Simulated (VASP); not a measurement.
# Re (P6_3/mmc) in VASP: further runs, part 2 of 2

VASP 6.6.1. Earlier steps stand in the parts before.

**3. Relaxation of cell and atoms, PBE+D3(BJ)**

This run uses another cell than the first one, of 14.95 Å³/atom, 1.020 times its volume.

INCAR reads:

```
SYSTEM = Re
PREC     = Accurate       ! precision mode
ENCUT    = 600            ! plane-wave cutoff, eV
EDIFF    = 1E-6           ! SCF threshold, eV
ISMEAR   = 0              ! smearing method
SIGMA    = 0.1            ! smearing width, eV
LREAL    = .False.        ! projectors in reciprocal space
LASPH    = .True.         ! aspherical terms in the spheres
NELM     = 60             ! most SCF steps
ALGO     = Fast           ! electronic algorithm
ISIF     = 3              ! what is computed and relaxed
LWAVE    = .False.        ! write WAVECAR
LCHARG   = .False.        ! write CHGCAR
GGA      = PE             ! functional
IVDW     = 12             ! dispersion correction
IBRION   = 2              ! ionic algorithm
NSW      = 70             ! ionic steps
EDIFFG   = -0.005         ! ionic threshold
```

KPOINTS reads:

```
Automatic mesh
0
Gamma
  18 18 10
  0 0 0
```

POSCAR reads:

```
Re
1.0
    2.7748870829      0.0000000000      0.0000000000
   -1.3874435415      2.4031227065      0.0000000000
    0.0000000000      0.0000000000      4.4841279362
Re
2
Direct
    0.3333333333      0.6666666667      0.2500000000
    0.6666666667      0.3333333333      0.7500000000
```

Potentials or basis: VASP PAW PBE potentials, release 64 (Re).

The run is started by

```sh
$ cat potpaw_PBE.64/Re/POTCAR > POTCAR
$ mpirun -np 1 vasp_std > vasp.out
```

OUTCAR:

```text
SYSTEM = Re
   PREC = Accurate
   ENCUT = 600
   EDIFF = 1E-6
   ISMEAR = 0
   LREAL = .False.
   LASPH = .True.
   NELM = 60
   ISIF = 3
   GGA = PE
   IVDW = 12
   IBRION = 2
   NSW = 70
   EDIFFG = -0.005
 IVDW          = 12

 ion  position               nearest neighbor table
   1  0.333  0.667  0.250-   2 2.76   2 2.76   2 2.76   2 2.76   2 2.76   2 2.76
   2  0.667  0.333  0.750-   1 2.76   1 2.76   1 2.76   1 2.76   1 2.76   1 2.76

  LATTYP: Found a hexagonal cell.
 ALAT       =     2.7748870829
 C/A-ratio  =     1.6159677141

  Lattice vectors:

 A1 = (   2.7748870829,   0.0000000000,   0.0000000000)
 A2 = (  -1.3874435415,   2.4031227065,   0.0000000000)
 A3 = (   0.0000000000,   0.0000000000,   4.4841279362)

Analysis of symmetry for initial positions (statically):
=====================================================================
 Subroutine PRICEL returns:
 Original cell was already a primitive cell.

 Routine SETGRP: Setting up the symmetry group for a
 hexagonal supercell.

 Subroutine GETGRP returns: Found 24 space group operations
 (whereof 12 operations were pure point group operations)
 out of a pool of 24 trial point group operations.

The static configuration has the point symmetry D_3d.
 The point group associated with its full space group is D_6h.

Analysis of symmetry for dynamics (positions and initial velocities):
=====================================================================
 Subroutine PRICEL returns:
 Original cell was already a primitive cell.

 Routine SETGRP: Setting up the symmetry group for a
 hexagonal supercell.

 Subroutine GETGRP returns: Found 24 space group operations
 (whereof 12 operations were pure point group operations)
 out of a pool of 24 trial point group operations.

The dynamic configuration has the point symmetry D_3d.
 The point group associated with its full space group is D_6h.

 Subroutine INISYM returns: Found 24 space group operations
 (whereof 12 operations are pure point group operations),
 and found     1 'primitive' translations

----------------------------------------------------------------------------------------

                                     Primitive cell

  volume of cell :      29.9019

  direct lattice vectors                    reciprocal lattice vectors
     2.774887083  0.000000000  0.000000000     0.360375024  0.208062617  0.000000000
    -1.387443541  2.403122707  0.000000000     0.000000000  0.416125235  0.000000000
     0.000000000  0.000000000  4.484127936     0.000000000  0.000000000  0.223008802

  length of vectors
     2.774887083  2.774887083  4.484127936     0.416125235  0.416125235  0.223008802

  position of ions in fractional coordinates (direct lattice)
     0.333333333  0.666666667  0.250000000
     0.666666667  0.333333333  0.750000000

  ion indices of the primitive-cell ions
   primitive index   ion index
                 1           1
                 2           2

----------------------------------------------------------------------------------------

 KPOINTS: Automatic mesh

Automatic generation of k-mesh.
 Grid dimensions read from file:
 generate k-points for:   18   18   10

 Generating k-lattice:

  Cartesian coordinates                     Fractional coordinates (reciprocal lattice)
     0.020020835  0.011559034  0.000000000     0.055555556  0.000000000  0.000000000
     0.000000000  0.023118069  0.000000000     0.000000000  0.055555556  0.000000000
     0.000000000  0.000000000  0.022300880     0.000000000  0.000000000  0.100000000

  Length of vectors
     0.023118069  0.023118069  0.022300880

  Shift w.r.t. Gamma in fractional coordinates (k-lattice)
     0.000000000  0.000000000  0.000000000

 Subroutine IBZKPT returns following result:
 ===========================================

 Found    222 irreducible k-points:

 Following reciprocal coordinates:
            Coordinates               Weight
  0.000000  0.000000  0.000000      1.000000
  0.055556  0.000000  0.000000      6.000000
  0.111111  0.000000  0.000000      6.000000
  0.166667  0.000000  0.000000      6.000000
  0.222222  0.000000  0.000000      6.000000
  0.277778 -0.000000  0.000000      6.000000
[... 16 lines left out ...]
  0.333333  0.111111  0.000000     12.000000
  0.388889  0.111111  0.000000     12.000000
 [... further k-points ...]
   k-points           NKPTS =    222   k-points in BZ     NKDIM =    222   number of bands    NBANDS=     11
   number of dos      NEDOS =    301   number of ions     NIONS =      2
   total plane-waves  NPLWV =  20736
   dimension x,y,z NGX =    24 NGY =   24 NGZ =   36
   dimension x,y,z NGXF=    48 NGYF=   48 NGZF=   72
   ions per type =               2
   NGX,Y,Z   is equivalent  to a cutoff of  14.38, 14.38, 13.35 a.u.
   NGXF,Y,Z  is equivalent  to a cutoff of  28.76, 28.76, 26.69 a.u.
 SYSTEM =  Re
   PREC   = accura    normal or accurate (medium, high low for compatibility)
   ISTART =      0    job   : 0-new  1-cont  2-samecut
   ICHARG =      2    charge: 1-file 2-atom 10-const
   ISPIN  =      1    spin polarized calculation?
   LNONCOLLINEAR =      F non collinear calculations
   LSORBIT =      F    spin-orbit coupling
   LASPH  =      T    aspherical Exc in radial PAW
   ENCUT  =  600.0 eV  44.10 Ry    6.64 a.u.   5.54  5.54  8.96*2*pi/ulx,y,z
   NELM   =     60;   NELMIN=  2; NELMDL= -5     # of ELM steps
   EDIFF  = 0.1E-05   stopping-criterion for ELM
   LREAL  =      F    real-space projection
   EDIFFG = -.5E-02   stopping-criterion for IOM
   NSW    =     70    number of steps for IOM
   IBRION =      2    ionic relax: 0-MD 1-quasi-New 2-CG
   NFREE  =      1    steps in history (QN), initial steepest desc. (CG)
   ISIF   =      3    stress and relaxation
   ISYM   =      2    0-nonsym 1-usesym 2-fastsym
   POTIM  = 0.5000    time-step for ionic-motion
   TEBEG  =    0.0;   TEEND  =   0.0 temperature during run
   PSTRESS=    0.0 pullay stress
   NELECT =      14.0000    total number of electrons
   NUPDOWN=      -1.0000    fix difference up-down
   EMIN   =  10.00;   EMAX   =-10.00  energy-range for DOS
   EFERMI =   0.00;   METHOD = LEGACY
   ISMEAR =     0;   SIGMA  =   0.10  broadening in eV -4-tet -1-fermi 0-gaus
   EFERMI_NEDOS =   21; number of points for ismear=-14 and -15
   IALGO  =     68    algorithm
   IMIX   =      4    mixing-type and parameters
     AMIX     =   0.40;   BMIX     =  1.00
     AMIX_MAG =   1.60;   BMIX_MAG =  1.00
  volume/ion in A,a.u.               =      14.95       100.89
  Fermi-wavevector in a.u.,A,eV,Ry     =   1.271211  2.402241 21.986719  1.615978
  Thomas-Fermi vector in A             =   2.404157
   LORBIT       =      0    0 simple, 1 ext, 2 COOP (PROOUT), +10 PAW based schemes
   GGA     = PE    functional components
   LHFCALC =     F    Hartree Fock is set to
   AEXX    =    0.0000 exact exchange contribution
   IVDW    =    12    specifies the selected vdW correction
   LEPSILON=     F    determine dielectric tensor
   LRPA    =     F    only Hartree local field effects (RPA)
 conjugate gradient relaxation of ions
 non-spin polarized calculation
 RMM-DIIS sequential band-by-band and
 Gauss-broadening in eV      SIGMA  =   0.10
  energy-cutoff  :      600.00
  volume of cell :       29.90
 maximum number of plane-waves:      1026
 NGX is ok and might be reduce to    24
   NGX = 11   NGY = 11   NGZ = 17

--------------------------------------- Ionic step        1  -------------------------------------------

 number of electron      14.0000000 magnetization

 Free energy of the ion-electron system (eV)
  ---------------------------------------------------
  ext. energy  EPLUGINS =         0.00000000
  ---------------------------------------------------
  free energy    TOTEN  =       -24.85672189 eV

  energy without entropy =      -24.84833572  energy(sigma->0) =      -24.85252880

------------------------ aborting loop because EDIFF is reached ----------------------------------------

 Edisp (eV)   -1.28931

 E8    (eV) :    -0.6492
[... 231 lines left out ...]
--------------------------------------- Ionic step        7  -------------------------------------------

 number of electron      14.0000000 magnetization

 Free energy of the ion-electron system (eV)
  ---------------------------------------------------
  ext. energy  EPLUGINS =         0.00000000
  ---------------------------------------------------
  free energy    TOTEN  =       -24.84417328 eV

  energy without entropy =      -24.83595951  energy(sigma->0) =      -24.84006640

 E-fermi :   7.9219     XC(G=0): -13.7532

 val. band max:        7.9152413337   @ k =   0.3889  -0.0000   0.5000
 cond. band min:       7.9313596138   @ k =   0.2778  -0.0000   0.5000
 fundamental gap:      0.0161182801
 Fermi energy:         7.9219275657

 k-point     1 :       0.0000    0.0000    0.0000
  band No.  band energies     occupation
      1      -1.9587      2.00000
      2       1.2822      2.00000
      3       6.3408      2.00000
      4       6.3476      2.00000
      5       6.3476      2.00000
      6       7.1882      2.00000
      7       7.1882      2.00000
      8       8.1289      0.00343
      9       8.1289      0.00343
     10       8.5559      0.00000
     11      11.3193      0.00000
[... 309 lines left out ...]
 k-point    24 :       0.3889    0.1111    0.0000
  band No.  band energies     occupation
      1       2.3300      2.00000
      2       2.4596      2.00000
      3       2.7767      2.00000
      4       5.6414      2.00000
      5       5.8391      2.00000
      6       6.5489      2.00000
      7       7.3044      2.00000
      8      11.1566      0.00000
      9      11.7617      0.00000
     10      12.0462      0.00000
     11      13.6111      0.00000

 [... further k-points ...]

------------------------ aborting loop because EDIFF is reached ----------------------------------------

 Edisp (eV)   -1.31626

 E8    (eV) :    -0.6628
[... 25 lines left out ...]
  FREE ENERGIE OF THE ION-ELECTRON SYSTEM (eV)
  ---------------------------------------------------
  free  energy   TOTEN  =       -26.1604367599 eV

  energy  without entropy=      -26.1522229829  energy(sigma->0) =      -26.15632987

 reached required accuracy - stopping structural energy minimisation
```

Wall time 6.2 min (1 thread of Oxide Virtual Turin-like, shared host); peak memory 0.21 GiB.

What came out:

```yaml
Free_energy: -26.1604 eV
Relaxed_volume: 14.65 Å³/atom
Relaxed_cell: a = 2.757 Å, b = 2.757 Å, c = 4.454 Å, α = 90.00°, β = 90.00°, γ = 120.00°
Space_group_after_relaxing_to_0.05_Å: P6_3/mmc (No. 194)
Energy_gained_by_relaxing: 7.2 meV/atom
Ionic_steps: 7
Pressure_after_relaxing: 0.0 GPa
Band_gap_on_the_k_mesh: zero (band 7 reaches 9.41 eV, above the bottom of band 8 at 6.22 eV)
Dispersion_energy_per_atom: -0.658 eV
```

Step by step:
| step | energy change (eV) | largest force (eV/Å) | pressure (GPa) | volume (Å³) |
| --- | --- | --- | --- | --- |
| 1 | 0.0000 | 0.0000 | -7.56 | 29.90 |
| 2 | 0.2538 | 0.0000 | 39.44 | 26.95 |
| 3 | -0.0144 | 0.0000 | -0.33 | 29.33 |
| 4 | -0.0144 | 0.0000 | 0.10 | 29.30 |
| 5 | -0.0144 | 0.0000 | -0.45 | 29.34 |
| 6 | -0.0144 | 0.0000 | -0.06 | 29.31 |
| 7 | -0.0144 | 0.0000 | -0.03 | 29.31 |

Final structure:
```xyz
2
Lattice="2.7565 0.0000 0.0000 -1.3783 2.3872 0.0000 0.0000 0.0000 4.4537" Properties=species:S:1:pos:R:3 pbc="T T T"
Re    0.0000    1.5915    1.1134
Re    1.3783    0.7957    3.3403
```

Levels at points of the mesh, in eV from the Fermi level:
```
           k point  band 5  band 6  band 7  band 8  band 9  band 10
(0.00, 0.00, 0.00)   -1.57   -0.73   -0.73    0.21    0.21     0.63
(0.50, 0.00, 0.00)   -1.72   -1.37   -0.59    4.01    4.41     4.55
(0.00, 0.00, 0.50)   -1.70   -1.70   -1.70   -1.70    2.58     2.58
(0.50, 0.00, 0.50)    0.41    0.41    0.95    0.95    4.32     4.33
```

Caveat: spin-orbit coupling is left out, which moves the levels of the heavy elements; pairwise dispersion overbinds metals, which lowers pressure and volume.
